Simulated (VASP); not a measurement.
# CsSnI3 (Pm-3m) in VASP: further runs

The runs below take CsSnI3 through single point, with PBEsol.

All numbers are computed with VASP 6.6.1; they aren't measurements. Logs are shortened: lines on timing, memory, paths and dates and some standing lists are left out, and cuts for length are marked.

## Step 1: The cell of the first run

Symmetry: Pm-3m, No. 221, cubic system. The conventional cell has a = 6.164 Å, b = 6.164 Å, c = 6.164 Å, α = 90.00°, β = 90.00°, γ = 90.00°. Cs (site symmetry m-3m) has 12 I at 4.36 Å and 8 Sn at 5.34 Å within 5.7 Å. I (site symmetry 4/mmm) has 2 Sn at 3.08 Å within 4.1 Å. Within 4.1 Å of Sn (site symmetry m-3m) lie 6 I at 3.08 Å.

## Step 2: Single point, PBEsol (volume scaled by 0.98)

Contents of INCAR:

```
PREC = Accurate ; ENCUT = 520
EDIFF = 1E-6 ; ISMEAR = -1
SIGMA = 0.05 ; LREAL = F
LASPH = T ; NELM = 60
ALGO = Normal ; ISIF = 2
LWAVE = F ; LCHARG = T
GGA = PS ; LELF = T
LVHAR = T ; NBANDS = 30
```

Contents of KPOINTS:

```
Automatic mesh
0
Gamma
  5 5 5
```

Contents of POSCAR:

```
CsSnI3
1.0
    6.1640497518      0.0000000000      0.0000000000
    0.0000000000      6.1640497518      0.0000000000
    0.0000000000      0.0000000000      6.1640497518
Cs I Sn
1 3 1
Direct
    0.0000000000      0.0000000000      0.0000000000
    0.5000000000      0.5000000000      0.0000000000
    0.5000000000      0.0000000000      0.5000000000
    0.0000000000      0.5000000000      0.5000000000
    0.5000000000      0.5000000000      0.5000000000
```

Potentials or basis: VASP PAW PBE potentials, release 64 (Cs_sv, I, Sn_d).

Command:

```bash
$ cat potpaw_PBE.64/Cs_sv/POTCAR potpaw_PBE.64/I/POTCAR potpaw_PBE.64/Sn_d/POTCAR > POTCAR
$ mpirun -np 1 vasp_std > vasp.out
```

OUTCAR:

```text
PREC = Accurate
   ENCUT = 520
   EDIFF = 1E-6
   ISMEAR = -1
   LREAL = F
   LASPH = T
   NELM = 60
   ISIF = 2
   GGA = PS

 ion  position               nearest neighbor table
   1  0.000  0.000  0.000-
   2  0.500  0.500  0.000-   5 3.08   5 3.08
   3  0.500  0.000  0.500-   5 3.08   5 3.08
   4  0.000  0.500  0.500-   5 3.08   5 3.08
   5  0.500  0.500  0.500-   2 3.08   3 3.08   4 3.08   2 3.08   3 3.08   4 3.08

  LATTYP: Found a simple cubic cell.
 ALAT       =     6.1640497518

  Lattice vectors:

 A1 = (   6.1640497518,   0.0000000000,   0.0000000000)
 A2 = (   0.0000000000,   6.1640497518,   0.0000000000)
 A3 = (   0.0000000000,   0.0000000000,   6.1640497518)

Analysis of symmetry for initial positions (statically):
=====================================================================
 Subroutine PRICEL returns:
 Original cell was already a primitive cell.

 Routine SETGRP: Setting up the symmetry group for a
 simple cubic supercell.

 Subroutine GETGRP returns: Found 48 space group operations
 (whereof 48 operations were pure point group operations)
 out of a pool of 48 trial point group operations.

The static configuration has the point symmetry O_h .

Analysis of symmetry for dynamics (positions and initial velocities):
=====================================================================
 Subroutine PRICEL returns:
 Original cell was already a primitive cell.

 Routine SETGRP: Setting up the symmetry group for a
 simple cubic supercell.

 Subroutine GETGRP returns: Found 48 space group operations
 (whereof 48 operations were pure point group operations)
 out of a pool of 48 trial point group operations.

The dynamic configuration has the point symmetry O_h .

 Subroutine INISYM returns: Found 48 space group operations
 (whereof 48 operations are pure point group operations),
 and found     1 'primitive' translations

----------------------------------------------------------------------------------------

                                     Primitive cell

  volume of cell :     234.2062

  direct lattice vectors                    reciprocal lattice vectors
     6.164049752  0.000000000  0.000000000     0.162231007  0.000000000  0.000000000
     0.000000000  6.164049752  0.000000000     0.000000000  0.162231007  0.000000000
     0.000000000  0.000000000  6.164049752     0.000000000  0.000000000  0.162231007

  length of vectors
     6.164049752  6.164049752  6.164049752     0.162231007  0.162231007  0.162231007

  position of ions in fractional coordinates (direct lattice)
     0.000000000  0.000000000  0.000000000
     0.500000000  0.500000000  0.000000000
     0.500000000  0.000000000  0.500000000
     0.000000000  0.500000000  0.500000000
     0.500000000  0.500000000  0.500000000

  ion indices of the primitive-cell ions
   primitive index   ion index
                 1           1
                 2           2
                 3           3
                 4           4
                 5           5

----------------------------------------------------------------------------------------

 KPOINTS: Automatic mesh

Automatic generation of k-mesh.
 Grid dimensions read from file:
 generate k-points for:    5    5    5

 Generating k-lattice:

  Cartesian coordinates                     Fractional coordinates (reciprocal lattice)
     0.032446201  0.000000000  0.000000000     0.200000000  0.000000000  0.000000000
     0.000000000  0.032446201  0.000000000     0.000000000  0.200000000  0.000000000
     0.000000000  0.000000000  0.032446201     0.000000000  0.000000000  0.200000000

  Length of vectors
     0.032446201  0.032446201  0.032446201

  Shift w.r.t. Gamma in fractional coordinates (k-lattice)
     0.000000000  0.000000000  0.000000000

 Subroutine IBZKPT returns following result:
 ===========================================

 Found     10 irreducible k-points:

 Following reciprocal coordinates:
            Coordinates               Weight
  0.000000  0.000000  0.000000      1.000000
  0.200000  0.000000  0.000000      6.000000
  0.400000  0.000000  0.000000      6.000000
  0.200000  0.200000  0.000000     12.000000
  0.400000  0.200000  0.000000     24.000000
  0.400000  0.400000  0.000000     12.000000
  0.200000  0.200000  0.200000      8.000000
  0.400000  0.200000  0.200000     24.000000
  0.400000  0.400000  0.200000     24.000000
  0.400000  0.400000  0.400000      8.000000
   k-points           NKPTS =     10   k-points in BZ     NKDIM =     10   number of bands    NBANDS=     30
   number of dos      NEDOS =    301   number of ions     NIONS =      5
   total plane-waves  NPLWV = 110592
   dimension x,y,z NGX =    48 NGY =   48 NGZ =   48
   dimension x,y,z NGXF=    96 NGYF=   96 NGZF=   96
   ions per type =               1   3   1
   NGX,Y,Z   is equivalent  to a cutoff of  12.95, 12.95, 12.95 a.u.
   NGXF,Y,Z  is equivalent  to a cutoff of  25.89, 25.89, 25.89 a.u.
 SYSTEM =  unknown system
   PREC   = accura    normal or accurate (medium, high low for compatibility)
   ISTART =      0    job   : 0-new  1-cont  2-samecut
   ICHARG =      2    charge: 1-file 2-atom 10-const
   ISPIN  =      1    spin polarized calculation?
   LNONCOLLINEAR =      F non collinear calculations
   LSORBIT =      F    spin-orbit coupling
   LASPH  =      T    aspherical Exc in radial PAW
   ENCUT  =  520.0 eV  38.22 Ry    6.18 a.u.  11.46 11.46 11.46*2*pi/ulx,y,z
   NELM   =     60;   NELMIN=  2; NELMDL= -5     # of ELM steps
   EDIFF  = 0.1E-05   stopping-criterion for ELM
   LREAL  =      F    real-space projection
   EDIFFG = 0.1E-04   stopping-criterion for IOM
   NSW    =      0    number of steps for IOM
   IBRION =     -1    ionic relax: 0-MD 1-quasi-New 2-CG
   NFREE  =      0    steps in history (QN), initial steepest desc. (CG)
   ISIF   =      2    stress and relaxation
   ISYM   =      2    0-nonsym 1-usesym 2-fastsym
   POTIM  = 0.5000    time-step for ionic-motion
   TEBEG  =    0.0;   TEEND  =   0.0 temperature during run
   PSTRESS=    0.0 pullay stress
   NELECT =      44.0000    total number of electrons
   NUPDOWN=      -1.0000    fix difference up-down
   EMIN   =  10.00;   EMAX   =-10.00  energy-range for DOS
   EFERMI =   0.00;   METHOD = LEGACY
   ISMEAR =    -1;   SIGMA  =   0.05  broadening in eV -4-tet -1-fermi 0-gaus
   EFERMI_NEDOS =   21; number of points for ismear=-14 and -15
   IALGO  =     38    algorithm
   IMIX   =      4    mixing-type and parameters
     AMIX     =   0.40;   BMIX     =  1.00
     AMIX_MAG =   1.60;   BMIX_MAG =  1.00
  volume/ion in A,a.u.               =      46.84       316.10
  Fermi-wavevector in a.u.,A,eV,Ry     =   0.937619  1.771842 11.961274  0.879129
  Thomas-Fermi vector in A             =   2.064748
   LORBIT       =      0    0 simple, 1 ext, 2 COOP (PROOUT), +10 PAW based schemes
   GGA     = PS    functional components
   LHFCALC =     F    Hartree Fock is set to
   AEXX    =    0.0000 exact exchange contribution
   IVDW    =     0    specifies the selected vdW correction
   LEPSILON=     F    determine dielectric tensor
   LRPA    =     F    only Hartree local field effects (RPA)
 non-spin polarized calculation
  energy-cutoff  :      520.00
  volume of cell :      234.21
 maximum number of plane-waves:      6355
 NGX is ok and might be reduce to    48
   NGX = 23   NGY = 23   NGZ = 23

 number of electron      43.9999997 magnetization

 Free energy of the ion-electron system (eV)
  ---------------------------------------------------
  ext. energy  EPLUGINS =         0.00000000
  ---------------------------------------------------
  free energy    TOTEN  =       -15.12183022 eV

  energy without entropy =      -15.12183021  energy(sigma->0) =      -15.12183022

 E-fermi :   2.8788     XC(G=0):  -7.7754

 val. band max:        2.0442488903   @ k =   0.4000   0.4000   0.4000
 cond. band min:       3.7484167729   @ k =   0.4000   0.4000   0.4000
 fundamental gap:      1.7041678825
 Fermi energy:         2.8788050518

 k-point     1 :       0.0000    0.0000    0.0000
  band No.  band energies     occupation
      1     -19.3364      2.00000
      2     -19.0210      2.00000
      3     -19.0210      2.00000
      4     -18.9961      2.00000
      5     -18.9961      2.00000
      6     -18.9961      2.00000
[... 22 lines left out ...]
     29       7.7336      0.00000
     30       7.7336      0.00000

 k-point     2 :       0.2000    0.0000    0.0000
  band No.  band energies     occupation
      1     -19.3362      2.00000
      2     -19.0210      2.00000
      3     -19.0204      2.00000
      4     -18.9962      2.00000
      5     -18.9962      2.00000
      6     -18.9961      2.00000
[... 22 lines left out ...]
     29       6.6010      0.00000
     30       7.6348      0.00000

 k-point     3 :       0.4000    0.0000    0.0000
  band No.  band energies     occupation
      1     -19.3359      2.00000
      2     -19.0210      2.00000
      3     -19.0193      2.00000
      4     -18.9963      2.00000
      5     -18.9963      2.00000
      6     -18.9961      2.00000
[... 22 lines left out ...]
     29       7.2702      0.00000
     30       7.4302      0.00000

 k-point     4 :       0.2000    0.2000    0.0000
  band No.  band energies     occupation
      1     -19.3361      2.00000
      2     -19.0207      2.00000
      3     -19.0200      2.00000
      4     -18.9963      2.00000
      5     -18.9962      2.00000
      6     -18.9962      2.00000
[... 154 lines left out ...]
     29       7.5362      0.00000
     30       7.8553      0.00000

 k-point     9 :       0.4000    0.4000    0.2000
  band No.  band energies     occupation
      1     -19.3354      2.00000
      2     -19.0195      2.00000
      3     -19.0184      2.00000
      4     -18.9965      2.00000
      5     -18.9964      2.00000
      6     -18.9964      2.00000
[... 22 lines left out ...]
     29       7.3179      0.00000
     30       7.7759      0.00000

 k-point    10 :       0.4000    0.4000    0.4000
  band No.  band energies     occupation
      1     -19.3352      2.00000
      2     -19.0184      2.00000
      3     -19.0184      2.00000
      4     -18.9965      2.00000
      5     -18.9965      2.00000
      6     -18.9965      2.00000
[... 22 lines left out ...]
     29       6.9895      0.00000
     30       8.0356      0.00000

------------------------ aborting loop because EDIFF is reached ----------------------------------------

  FORCE on cell =-STRESS in cart. coord.  units (eV):
  Direction    XX          YY          ZZ          XY          YZ          ZX
  --------------------------------------------------------------------------------------
  -------------------------------------------------------------------------------------
  Total       -0.5478651     -0.5478651     -0.5478651     -0.0000000      0.0000000     -0.0000000
  in kB       -3.7478809     -3.7478809     -3.7478809     -0.0000000      0.0000000     -0.0000000
  external PRESSURE =      -3.7478809 kB  Pullay stress =       0.0000000 kB

 VOLUME and BASIS-vectors are now :
 -----------------------------------------------------------------------------
  energy-cutoff  :      520.00
  volume of cell :      234.21
      direct lattice vectors                 reciprocal lattice vectors
     6.164049752  0.000000000  0.000000000     0.162231007  0.000000000  0.000000000
     0.000000000  6.164049752  0.000000000     0.000000000  0.162231007  0.000000000
     0.000000000  0.000000000  6.164049752     0.000000000  0.000000000  0.162231007

 POSITION                                       TOTAL-FORCE (eV/Angst)
 -----------------------------------------------------------------------------------
      0.00000      0.00000      0.00000         0.000000      0.000000      0.000000
      3.08202      3.08202      0.00000         0.000000      0.000000      0.000000
      3.08202      0.00000      3.08202         0.000000      0.000000      0.000000
      0.00000      3.08202      3.08202         0.000000      0.000000      0.000000
      3.08202      3.08202      3.08202         0.000000      0.000000      0.000000
 -----------------------------------------------------------------------------------
    total drift:                                0.000000     -0.000000     -0.000000

  FREE ENERGIE OF THE ION-ELECTRON SYSTEM (eV)
  ---------------------------------------------------
  free  energy   TOTEN  =       -15.1218302248 eV

  energy  without entropy=      -15.1218302116  energy(sigma->0) =      -15.12183022
```

Wall time 77 s (1 thread of Intel Xeon Platinum 8375C at 2.90GHz (Ice Lake), shared host); peak memory 0.35 GiB.

Results:

* Free energy: -15.1218 eV
* Pressure: -0.4 GPa
* Band gap on the k mesh: 1.70 eV, direct

Caveat: the PAW data sets were made with another functional, which shifts forces and pressure a little; spin-orbit coupling is left out, which moves the levels of the heavy elements.

## Step 3: Single point, PBEsol (volume scaled by 1.02)

Contents of INCAR:

```
SYSTEM = CsSnI3
ALGO = Normal ; EDIFF = 1E-7
ENCUT = 520 ; GGA = PS
ISIF = 2 ; ISMEAR = -1
LASPH = .True. ; LCHARG = .True.
LELF = .True. ; LREAL = .False.
LVHAR = .True. ; LWAVE = .False.
NBANDS = 30 ; NELM = 80
PREC = Accurate ; SIGMA = 0.05
```

Contents of KPOINTS:

```
k-points
0
Gamma
  5 5 5
  0 0 0
```

Edit POSCAR of step 2 so:

```diff
@@ -2,5 +2,5 @@
 1.0
-    6.1640497518      0.0000000000      0.0000000000
-    0.0000000000      6.1640497518      0.0000000000
-    0.0000000000      0.0000000000      6.1640497518
+    6.2467985487      0.0000000000      0.0000000000
+    0.0000000000      6.2467985487      0.0000000000
+    0.0000000000      0.0000000000      6.2467985487
 Cs I Sn
```

Potentials or basis: VASP PAW PBE potentials, release 64 (Cs_sv, I, Sn_d).

Command:

```bash
$ cat potpaw_PBE.64/Cs_sv/POTCAR potpaw_PBE.64/I/POTCAR potpaw_PBE.64/Sn_d/POTCAR > POTCAR
$ mpirun -np 1 vasp_std > vasp.out
```

Run time: 69 s. Hardware: 1 thread of Intel Xeon Platinum 8375C at 2.90GHz (Ice Lake), shared host; peak memory 0.35 GiB.

Results (log left out):

* Free energy: -15.0818 eV
* Pressure: -1.0 GPa
* Band gap on the k mesh: 1.74 eV, direct

Levels at points of the mesh, in eV from the valence-band top:
| k point | band 20 | band 21 | band 22 | band 23 | band 24 | band 25 |
| --- | --- | --- | --- | --- | --- | --- |
| (0.00, 0.00, 0.00) | -1.19 | -1.19 | -1.19 | 3.03 | 4.04 | 4.04 |

Caveat: the PAW data sets were made with another functional, which shifts forces and pressure a little; spin-orbit coupling is left out, which moves the levels of the heavy elements. A k mesh can miss the band edges.
